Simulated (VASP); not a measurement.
Input of a VASP 6.6.1 run:

Contents of POSCAR:

```
As
1.0
    2.9794804000     -0.1006165900      0.3237709600
   -0.1006165900      2.5830128800      0.2618843200
    0.3237709600      0.2618843200      2.5485519600
As
1
Direct
    0.5000000000      0.5000000000      0.5000000000
```

The input INCAR.step1:

```
SYSTEM = As
  PREC = Accurate
  ENCUT = 520
  EDIFF = 1E-5
  ISMEAR = 0
  SIGMA = 0.05
  LREAL = .FALSE.
  LASPH = .TRUE.
  NELM = 60
  ALGO = Normal
  ISIF = 2
  LWAVE = .TRUE.
  LCHARG = .FALSE.
  GGA = PE
  NBANDS = 8
```

The input INCAR.step2:

```
SYSTEM = As
  PREC = Accurate
  ENCUT = 520
  EDIFF = 1E-6
  ISMEAR = 0
  SIGMA = 0.05
  LREAL = .FALSE.
  LASPH = .TRUE.
  NELM = 60
  ALGO = Normal
  ISIF = 2
  LWAVE = .FALSE.
  LCHARG = .FALSE.
  GGA = PE
  LHFCALC = .TRUE.
  HFSCREEN = 0.2079
  PRECFOCK = Normal
  ISTART = 1
  NBANDS = 8
```

File KPOINTS:

```
Automatic mesh
0
G
  5 5 6
  0 0 0
```

Potentials or basis: VASP PAW PBE potentials, release 64 (As).

Run with:

```bash
$ cat potpaw_PBE.64/As/POTCAR > POTCAR
$ cp INCAR.step1 INCAR
$ mpirun -np 1 vasp_std > vasp.out
$ cp INCAR.step2 INCAR
$ mpirun -np 1 vasp_std > vasp.out
```

Predict the pressure.

3.1 GPa.

Stress tensor (GPa, compression positive):
```
-7.09 -1.67 -1.99
-1.67  7.16 -9.62
-1.99 -9.62  9.08
```

Caveat: the k points lie up to 0.50 Å⁻¹ apart; the PAW data sets were made with another functional, which shifts forces and pressure a little.
